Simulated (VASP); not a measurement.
Write the native input for VASP 6.6.1 that does the following.

```yaml
Task: single point
Functional: PBE
Potentials_or_basis: VASP PAW PBE potentials, release 64 (B, N)
Cutoff: 520 eV
k_mesh: 4 × 4 × 4, shifted
Occupations: gaussian, width 0.01 eV
Spin: no spin polarisation
Dipole_correction: no
Further_INCAR_settings: ALGO = Normal; EDIFF = 1e-07; NBANDS = 11; ISYM = 0
```

The structure of BN (BN (F-43m)) lies in POSCAR:

```
BN
1.0
    0.0000000000      1.8120551925      1.8120551925
    1.8120551925      0.0000000000      1.8120551925
    1.8120551925      1.8120551925      0.0000000000
B N
1 1
Direct
    0.0000000000      0.0000000000      0.0000000000
    0.2500000000      0.2500000000      0.2500000000
```

The input as run:

INCAR

```
PREC = Accurate
ENCUT = 520
EDIFF = 1E-7
ISMEAR = 0
SIGMA = 0.01
LREAL = F
LASPH = T
NELM = 80
ALGO = Normal
ISIF = 2
LWAVE = F
LCHARG = F
GGA = PE
NBANDS = 11
ISYM = 0
```

KPOINTS

```
Automatic mesh
0
Gamma
  4 4 4
  0.25 0.25 0.25
```

Potentials or basis: VASP PAW PBE potentials, release 64 (B, N).

The run is started by

```console
$ cat potpaw_PBE.64/B/POTCAR potpaw_PBE.64/N/POTCAR > POTCAR
$ mpirun -np 1 vasp_std > vasp.out
```

It gave:

```json
{"Pressure": "0.7 GPa", "Band gap on the k mesh": "4.87 eV, indirect (least direct gap 9.00 eV)"}
```

Caveat: the k points lie up to 0.75 Å⁻¹ apart.

Wall time 31 s on 1 thread of AMD EPYC 7R43 64-Core Processor (Zen 3), with other jobs on the host, peak memory 0.1 GiB.
